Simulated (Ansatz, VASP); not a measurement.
## Re in VASP and in Ansatz

Contents of INCAR:

```
PREC = Accurate
ENCUT = 560
EDIFF = 1E-6
ISMEAR = 1
SIGMA = 0.3
LREAL = F
LASPH = T
NELM = 120
ALGO = Normal
ISIF = 2
LWAVE = F
LCHARG = F
GGA = CA
NBANDS = 22
GGA_COMPAT = F
```

The input KPOINTS:

```
regular mesh
0
Gamma
  13 13 7
```

The input POSCAR:

```
Re
1.0
    2.7391880258      0.0000000000      0.0000000000
   -1.3695940129      2.3722064161      0.0000000000
    0.0000000000      0.0000000000      4.4118668232
Re
2
Direct
    0.3333333333      0.6666666667      0.2500000000
    0.6666666667      0.3333333333      0.7500000000
```

Input for Ansatz:

```yaml
crystal:
  lattice:
    - [2.7391880258, 0.0, 0.0]
    - [-1.3695940129, 2.3722064161, 0.0]
    - [0.0, 0.0, 4.4118668232]
  atoms:
    - { symbol: Re, position: [0.3333333333, 0.6666666667, 0.25] }
    - { symbol: Re, position: [0.6666666667, 0.3333333333, 0.75] }
hamiltonian:
  xc: lda
  pseudopotentials:
    kind: paw
    azcp:
      Re: "pseudopotentials/Re.paw.azcp"
basis:
  ecutwfc: 420
  fft_grid_basis: typed
kpoints:
  mp_grid: { grid: [13, 13, 7], shift: [0, 0, 0] }
magnetization:
  spin_polarized: false
scf:
  occupations: { method: methfessel_paxton, width: 0.3 }
  lower_state_search: "off"
output:
  stress: true
```

Alike in both runs: task single point; functional LDA; k mesh 13 × 13 × 7; occupations methfessel-paxton of order 1, width 0.3 eV; no spin polarisation.

|  | VASP | Ansatz |
| --- | --- | --- |
| version | VASP 6.6.1 | Ansatz 0.2.0 |
| potentials or method | VASP PAW LDA potentials, release 64 (Re_sv_GW), cutoff 560 eV | plane waves (420 eV) with PAW, scalar-relativistic |
| valence electrons in the cell | 30 | 30 |

VASP gave:

| Item | Value |
| --- | --- |
| pressure (GPa) | -0.3 |
| traceless stress, the component that is largest in VASP (GPa) | 0.17 |

Q: What did Ansatz give for the same quantities?

A: Pressure (GPa): -0.2; traceless stress, the component that is largest in VASP (GPa): 0.21.

Ansatz warns that its potentials were made for another functional, while VASP's fit it. LDA's correlation is that of Perdew and Zunger in VASP and of Perdew and Wang (1992) in Ansatz.

Spin-orbit coupling is off throughout.
